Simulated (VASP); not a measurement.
# Ti (I4/mmm) in VASP: notebook

Ti is run at these levels: LDA; tasks: single point.

All numbers are computed with VASP 6.6.1; they aren't measurements. Logs are shortened: lines on timing, memory, paths and dates and some standing lists are left out, and cuts for length are marked.

## (1) The cell of the first run

It takes space group I4/mmm (No. 139, tetragonal). The conventional cell has a = 2.723 Å, b = 2.723 Å, c = 4.493 Å, α = 90.00°, β = 90.00°, γ = 90.00°. Ti (site symmetry 4/mmm) has 12 Ti at 2.72 to 2.96 Å within 3.6 Å.

## (2) Single point, LDA (16.65 Å³/atom)

File INCAR:

```
SYSTEM = Ti
PREC     = Accurate       ! precision mode
ENCUT    = 520            ! plane-wave cutoff, eV
EDIFF    = 1E-7           ! SCF threshold, eV
ISMEAR   = 0              ! smearing method
SIGMA    = 0.15           ! smearing width, eV
LREAL    = .False.        ! projectors in reciprocal space
LASPH    = .True.         ! aspherical terms in the spheres
NELM     = 100            ! most SCF steps
ALGO     = Fast           ! electronic algorithm
ISIF     = 2              ! what is computed and relaxed
LWAVE    = .False.        ! write WAVECAR
LCHARG   = .False.        ! write CHGCAR
NBANDS   = 12             ! bands
```

File KPOINTS:

```
regular mesh
0
Gamma
  22 22 22
  0 0 0
```

File POSCAR:

```
Ti
1.0
    0.0000000000      1.9251469109      2.2466464450
    1.9251469109      0.0000000000      2.2466464450
    1.9251469109      1.9251469109      0.0000000000
Ti
1
Direct
    0.0000000000      0.0000000000      0.0000000000
```

Potentials or basis: VASP PAW LDA potentials, release 64 (Ti_sv).

Launch:

```console
> cat potpaw_LDA.64/Ti_sv/POTCAR > POTCAR
> mpirun -np 1 vasp_std > vasp.out
```

OUTCAR:

```text
SYSTEM = Ti
   PREC = Accurate
   ENCUT = 520
   EDIFF = 1E-7
   ISMEAR = 0
   LREAL = .False.
   LASPH = .True.
   NELM = 100
   ISIF = 2

 ion  position               nearest neighbor table
   1  0.000  0.000  0.000-

  LATTYP: Found a body centered tetragonal cell.
 ALAT       =     2.7225688710
 C/A-ratio  =     1.6503872273

  Lattice vectors:

 A1 = (  -1.9251469109,   0.0000000000,   2.2466464450)
 A2 = (   1.9251469109,   0.0000000000,   2.2466464450)
 A3 = (   0.0000000000,   1.9251469109,  -2.2466464450)

Analysis of symmetry for initial positions (statically):
=====================================================================
 Subroutine PRICEL returns:
 Original cell was already a primitive cell.

 Routine SETGRP: Setting up the symmetry group for a
 body centered tetragonal supercell.

 Subroutine GETGRP returns: Found 16 space group operations
 (whereof 16 operations were pure point group operations)
 out of a pool of 16 trial point group operations.

The static configuration has the point symmetry D_4h.

Analysis of symmetry for dynamics (positions and initial velocities):
=====================================================================
 Subroutine PRICEL returns:
 Original cell was already a primitive cell.

 Routine SETGRP: Setting up the symmetry group for a
 body centered tetragonal supercell.

 Subroutine GETGRP returns: Found 16 space group operations
 (whereof 16 operations were pure point group operations)
 out of a pool of 16 trial point group operations.

The dynamic configuration has the point symmetry D_4h.

 Subroutine INISYM returns: Found 16 space group operations
 (whereof 16 operations are pure point group operations),
 and found     1 'primitive' translations

----------------------------------------------------------------------------------------

                                     Primitive cell

  volume of cell :      16.6530

  direct lattice vectors                    reciprocal lattice vectors
     0.000000000  1.925146911  2.246646445    -0.259720439  0.259720439  0.222553932
     1.925146911  0.000000000  2.246646445     0.259720439 -0.259720439  0.222553932
     1.925146911  1.925146911  0.000000000     0.259720439  0.259720439 -0.222553932

  length of vectors
     2.958650178  2.958650178  2.722568871     0.429464393  0.429464393  0.429464393

  position of ions in fractional coordinates (direct lattice)
     0.000000000  0.000000000  0.000000000

  ion indices of the primitive-cell ions
   primitive index   ion index
                 1           1

----------------------------------------------------------------------------------------

 KPOINTS: regular mesh

Automatic generation of k-mesh.
 Grid dimensions read from file:
 generate k-points for:   22   22   22

 Generating k-lattice:

  Cartesian coordinates                     Fractional coordinates (reciprocal lattice)
    -0.011805474  0.011805474  0.010116088     0.045454545  0.000000000  0.000000000
     0.011805474 -0.011805474  0.010116088     0.000000000  0.045454545  0.000000000
     0.011805474  0.011805474 -0.010116088     0.000000000  0.000000000  0.045454545

  Length of vectors
     0.019521109  0.019521109  0.019521109

  Shift w.r.t. Gamma in fractional coordinates (k-lattice)
     0.000000000  0.000000000  0.000000000

 Subroutine IBZKPT returns following result:
 ===========================================

 Found    834 irreducible k-points:

 Following reciprocal coordinates:
            Coordinates               Weight
  0.000000  0.000000  0.000000      1.000000
  0.045455  0.000000  0.000000      8.000000
  0.090909  0.000000  0.000000      8.000000
  0.136364  0.000000  0.000000      8.000000
  0.181818  0.000000  0.000000      8.000000
  0.227273  0.000000  0.000000      8.000000
[... 16 lines left out ...]
  0.500000  0.045455  0.000000      8.000000
 -0.454545  0.045455  0.000000      8.000000
 [... further k-points ...]
   k-points           NKPTS =    834   k-points in BZ     NKDIM =    834   number of bands    NBANDS=     12
   number of dos      NEDOS =    301   number of ions     NIONS =      1
   total plane-waves  NPLWV =  11520
   dimension x,y,z NGX =    24 NGY =   24 NGZ =   20
   dimension x,y,z NGXF=    48 NGYF=   48 NGZF=   40
   ions per type =               1
   NGX,Y,Z   is equivalent  to a cutoff of  13.49, 13.49, 12.21 a.u.
   NGXF,Y,Z  is equivalent  to a cutoff of  26.97, 26.97, 24.42 a.u.
 SYSTEM =  Ti
   PREC   = accura    normal or accurate (medium, high low for compatibility)
   ISTART =      0    job   : 0-new  1-cont  2-samecut
   ICHARG =      2    charge: 1-file 2-atom 10-const
   ISPIN  =      1    spin polarized calculation?
   LNONCOLLINEAR =      F non collinear calculations
   LSORBIT =      F    spin-orbit coupling
   LASPH  =      T    aspherical Exc in radial PAW
   ENCUT  =  520.0 eV  38.22 Ry    6.18 a.u.   5.50  5.50  5.06*2*pi/ulx,y,z
   NELM   =    100;   NELMIN=  2; NELMDL= -5     # of ELM steps
   EDIFF  = 0.1E-06   stopping-criterion for ELM
   LREAL  =      F    real-space projection
   EDIFFG = 0.1E-05   stopping-criterion for IOM
   NSW    =      0    number of steps for IOM
   IBRION =     -1    ionic relax: 0-MD 1-quasi-New 2-CG
   NFREE  =      0    steps in history (QN), initial steepest desc. (CG)
   ISIF   =      2    stress and relaxation
   ISYM   =      2    0-nonsym 1-usesym 2-fastsym
   POTIM  = 0.5000    time-step for ionic-motion
   TEBEG  =    0.0;   TEEND  =   0.0 temperature during run
   PSTRESS=    0.0 pullay stress
   NELECT =      12.0000    total number of electrons
   NUPDOWN=      -1.0000    fix difference up-down
   EMIN   =  10.00;   EMAX   =-10.00  energy-range for DOS
   EFERMI =   0.00;   METHOD = LEGACY
   ISMEAR =     0;   SIGMA  =   0.15  broadening in eV -4-tet -1-fermi 0-gaus
   EFERMI_NEDOS =   21; number of points for ismear=-14 and -15
   IALGO  =     68    algorithm
   IMIX   =      4    mixing-type and parameters
     AMIX     =   0.40;   BMIX     =  1.00
     AMIX_MAG =   1.60;   BMIX_MAG =  1.00
  volume/ion in A,a.u.               =      16.65       112.38
  Fermi-wavevector in a.u.,A,eV,Ry     =   1.467702  2.773554 29.308961  2.154148
  Thomas-Fermi vector in A             =   2.583288
   LORBIT       =      0    0 simple, 1 ext, 2 COOP (PROOUT), +10 PAW based schemes
   GGA     = CA    functional components
   LHFCALC =     F    Hartree Fock is set to
   AEXX    =    0.0000 exact exchange contribution
   IVDW    =     0    specifies the selected vdW correction
   LEPSILON=     F    determine dielectric tensor
   LRPA    =     F    only Hartree local field effects (RPA)
 non-spin polarized calculation
 RMM-DIIS sequential band-by-band and
 Gauss-broadening in eV      SIGMA  =   0.15
  energy-cutoff  :      520.00
  volume of cell :       16.65
 maximum number of plane-waves:       465
 NGX is ok and might be reduce to    24
   NGX = 11   NGY = 11   NGZ = 11

 number of electron      12.0000000 magnetization

 Free energy of the ion-electron system (eV)
  ---------------------------------------------------
  ext. energy  EPLUGINS =         0.00000000
  ---------------------------------------------------
  free energy    TOTEN  =        -8.47731590 eV

  energy without entropy =       -8.45404690  energy(sigma->0) =       -8.46568140

 E-fermi :   8.3603     XC(G=0): -11.9840

 val. band max:        8.3597255560   @ k =  -0.2273   0.0000   0.1364
 cond. band min:       8.3613394156   @ k =  -0.2273   0.0455   0.2727
 fundamental gap:      0.0016138596
 Fermi energy:         8.3602734490

 k-point     1 :       0.0000    0.0000    0.0000
  band No.  band energies     occupation
      1     -47.5265      2.00000
      2     -23.7283      2.00000
      3     -23.6695      2.00000
      4     -23.6695      2.00000
      5       2.3367      2.00000
      6       8.4557      0.36843
      7       9.8631      0.00000
      8       9.8631      0.00000
      9      10.0574      0.00000
     10      11.7050      0.00000
     11      24.3919      0.00000
     12      26.2899      0.00000

 k-point     2 :       0.0455    0.0000    0.0000
  band No.  band energies     occupation
      1     -47.5233      2.00000
      2     -23.7341      2.00000
      3     -23.6846      2.00000
      4     -23.6699      2.00000
      5       2.4074      2.00000
      6       8.4743      0.28241
      7       9.8184      0.00000
      8       9.8879      0.00000
      9      10.0597      0.00000
     10      11.6754      0.00000
     11      24.4456      0.00000
     12      26.2564      0.00000

 k-point     3 :       0.0909    0.0000    0.0000
  band No.  band energies     occupation
      1     -47.5138      2.00000
      2     -23.7620      2.00000
      3     -23.7179      2.00000
      4     -23.6711      2.00000
      5       2.6161      2.00000
      6       8.5208      0.13023
      7       9.6777      0.00000
      8       9.9587      0.00000
      9      10.0937      0.00000
     10      11.5930      0.00000
     11      24.5597      0.00000
     12      26.0396      0.00000
[... 286 lines left out ...]
 k-point    23 :       0.5000    0.0455    0.0000
  band No.  band energies     occupation
      1     -47.3650      2.00000
      2     -24.5085      2.00000
      3     -23.8836      2.00000
      4     -23.6930      2.00000
      5       5.8060      2.00000
      6       8.4894      0.22337
      7       9.2781      0.00000
      8       9.8876      0.00000
      9      11.9506      0.00000
     10      12.4364      0.00000
     11      17.2024      0.00000
     12      22.4803      0.00000

 k-point    24 :      -0.4545    0.0455    0.0000
  band No.  band energies     occupation
      1     -47.3645      2.00000
      2     -24.5132      2.00000
      3     -23.8821      2.00000
      4     -23.6902      2.00000
      5       5.8103      2.00000
      6       8.5272      0.11548
      7       9.2129      0.00000
      8       9.8780      0.00000
      9      11.9020      0.00000
     10      12.5013      0.00000
     11      17.2257      0.00000
     12      22.4781      0.00000

 [... further k-points ...]

------------------------ aborting loop because EDIFF is reached ----------------------------------------

  FORCE on cell =-STRESS in cart. coord.  units (eV):
  Direction    XX          YY          ZZ          XY          YZ          ZX
  --------------------------------------------------------------------------------------
  -------------------------------------------------------------------------------------
  Total       -0.3804911     -0.3804911     -0.7739169      0.0000000      0.0000000      0.0000000
  in kB      -36.6068752    -36.6068752    -74.4581822      0.0000000      0.0000000      0.0000000
  external PRESSURE =     -49.2239776 kB  Pullay stress =       0.0000000 kB

 VOLUME and BASIS-vectors are now :
 -----------------------------------------------------------------------------
  energy-cutoff  :      520.00
  volume of cell :       16.65
      direct lattice vectors                 reciprocal lattice vectors
     0.000000000  1.925146911  2.246646445    -0.259720439  0.259720439  0.222553932
     1.925146911  0.000000000  2.246646445     0.259720439 -0.259720439  0.222553932
     1.925146911  1.925146911  0.000000000     0.259720439  0.259720439 -0.222553932

 POSITION                                       TOTAL-FORCE (eV/Angst)
 -----------------------------------------------------------------------------------
      0.00000      0.00000      0.00000        -0.000000      0.000000      0.000000
 -----------------------------------------------------------------------------------
    total drift:                                0.000000      0.000000     -0.000000

  FREE ENERGIE OF THE ION-ELECTRON SYSTEM (eV)
  ---------------------------------------------------
  free  energy   TOTEN  =        -8.4773158978 eV

  energy  without entropy=       -8.4540469034  energy(sigma->0) =       -8.46568140
```

Run time: 2.3 min. Hardware: 1 thread of Intel Xeon Platinum 8559C (Emerald Rapids), shared host; peak memory 0.26 GiB.

Results:

```
Free energy            : -8.4773 eV
Pressure               : -4.9 GPa
Band gap on the k mesh : zero (bands 6 and 7 overlap by 1.28 eV)
```

Stress tensor (GPa, compression positive):
```
-3.66  0.00  0.00
 0.00 -3.66  0.00
 0.00  0.00 -7.45
```

Caveat: the cell stands under tension.

## (3) Single point, LDA (16.65 Å³/atom)

File INCAR:

```
PREC = Accurate
ENCUT = 520
EDIFF = 1E-6
ISMEAR = 0
SIGMA = 0.15
LREAL = F
LASPH = T
NELM = 80
ALGO = Fast
ISIF = 2
LWAVE = F
LCHARG = T
GGA = CA
LELF = T
LVHAR = T
NBANDS = 12
```

File KPOINTS:

```
regular mesh
0
Gamma
  22 22 22
```

File POSCAR:

```
Ti
1.0
    0.0000000000      2.1339166294      1.8285531598
    2.1339166294      0.0000000000      1.8285531598
    2.1339166294      2.1339166294      0.0000000000
Ti
1
Direct
    0.0000000000      0.0000000000      0.0000000000
```

Potentials or basis: VASP PAW LDA potentials, release 64 (Ti_sv).

Launch:

```console
> cat potpaw_LDA.64/Ti_sv/POTCAR > POTCAR
> mpirun -np 1 vasp_std > vasp.out
```

Run time: 2 min. Hardware: 1 thread of Intel Xeon Platinum 8559C (Emerald Rapids), shared host; peak memory 0.27 GiB.

It converged, with:

```yaml
Free_energy: -8.4778 eV
Pressure: -4.7 GPa
Band_gap_on_the_k_mesh: zero (bands 6 and 7 overlap by 1.58 eV)
```

Stress tensor (GPa, compression positive):
```
-5.71  0.00  0.00
 0.00 -5.71  0.00
 0.00  0.00 -2.83
```

Levels at points of the mesh, in eV from the Fermi level:
```csv
k point,band 4,band 5,band 6,band 7,band 8,band 9
"(0.00, 0.00, 0.00)",-32.05,-6.05,0.67,0.67,1.78,1.85
"(0.50, 0.00, 0.00)",-32.08,-2.63,0.10,0.98,1.61,3.44
"(0.50, 0.50, 0.00)",-32.47,-2.59,-2.04,3.79,4.11,4.11
"(0.50, 0.00, 0.50)",-32.19,-2.68,-1.48,2.26,3.57,3.63
```

Caveat: the cell stands under tension.
